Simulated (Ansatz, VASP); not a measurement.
# Ba3Ta5 in VASP and in Ansatz

```xyz
8
Lattice="-3.6098 3.6098 3.6098 3.6098 -3.6098 3.6098 3.6098 3.6098 -3.6098" Properties=species:S:1:pos:R:3 pbc="T T T"
Ba    3.6098    0.0000    0.0000
Ba    0.0000    0.0000    3.6098
Ba    0.0000    3.6098    0.0000
Ta    0.0000    0.0000    0.0000
Ta    1.8049    1.8049   -1.8049
Ta    1.8049   -1.8049    1.8049
Ta   -1.8049    1.8049    1.8049
Ta    1.8049    1.8049    1.8049
```

Change from the starting cell: species swapped into the Fe5Co3 type (Im-3m, No. 229).

Alike in both runs: functional PBE; k mesh 8 × 8 × 8; occupations gaussian, width 0.1 eV; no spin polarisation.

Ansatz relaxed the structure, and its values are those at the end. VASP's run is a single point on that final structure, the one shown.

```csv
,VASP,Ansatz
version,VASP 6.6.1,Ansatz 0.2.0
potentials or method,"VASP PAW PBE potentials, release 64 (Ba_sv, Ta_sv_GW), cutoff 500 eV","scalar-relativistic, plane waves, PAW"
valence electrons in the cell,95,95
```

|  | VASP | Ansatz | Ansatz less VASP |
| --- | --- | --- | --- |
| gap on the k mesh at the Fermi level (eV) | none | none | - |
| pressure (GPa) | 1.3 | 0.0 | -1.31 |

A gap of «none» marks a metal or a gap that the smearing closes.

Spin-orbit coupling is off throughout.
